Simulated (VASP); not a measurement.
Wanted: the native input for a VASP 6.6.1 run.

| Item | Value |
| --- | --- |
| Task | single point |
| Functional | PBE |
| Potentials or basis | VASP PAW PBE potentials, release 64 (Lu, Mn_pv, In_d) |
| Cutoff | 520 eV |
| k mesh | 7 × 7 × 9 |
| Occupations | fermi-dirac, width 0.15 eV |
| Spin | collinear spin, ferromagnetic start |
| Starting moments | [0.0, 2.8, 0.0] μB |
| Dipole correction | no |
| Further INCAR settings | ALGO = Normal; EDIFF = 1e-07; NBANDS = 36 |

The structure of LuMnIn lies in POSCAR:

```
LuMnIn
1.0
    4.6508115054      0.0000000000      0.0000000000
   -2.3254057527      4.0277206306      0.0000000000
    0.0000000000      0.0000000000      3.3391755556
Lu Mn In
1 1 1
Direct
    0.0000000000      0.0000000000      0.0000000000
    0.3333333333      0.6666666667      0.5000000000
    0.6666666667      0.3333333333      0.5000000000
```

One way to write it, as run:

INCAR

```
SYSTEM = LuMnIn
  PREC = Accurate
  ENCUT = 520
  EDIFF = 1E-7
  ISMEAR = -1
  SIGMA = 0.15
  LREAL = .False.
  LASPH = .True.
  NELM = 150
  ALGO = Normal
  ISIF = 2
  LWAVE = .False.
  LCHARG = .False.
  ISPIN = 2
  MAGMOM = 0 2.8 0
  LORBIT = 11
  LMAXMIX = 4
  GGA = PE
  NBANDS = 36
```

KPOINTS

```
regular mesh
0
Gamma
  7 7 9
  0 0 0
```

Potentials or basis: VASP PAW PBE potentials, release 64 (Lu, Mn_pv, In_d).

The run is started by

```bash
$ cat potpaw_PBE.64/Lu/POTCAR potpaw_PBE.64/Mn_pv/POTCAR potpaw_PBE.64/In_d/POTCAR > POTCAR
$ mpirun -np 1 vasp_std > vasp.out
```

Results of the run:

* Pressure: 4.4 GPa
* Net moment: 3.40 μB per cell
* Site moments: Lu -0.13; Mn +3.47; In -0.03 μB
* Valence electrons inside the program's atomic spheres: Lu 23.15; Mn 11.51; In 11.65

Caveat: the cell stands under pressure.

It took 86 s on 1 thread of Intel(R) Xeon(R) 6975P-C (Granite Rapids) (shared host), peak memory 0.32 GiB.
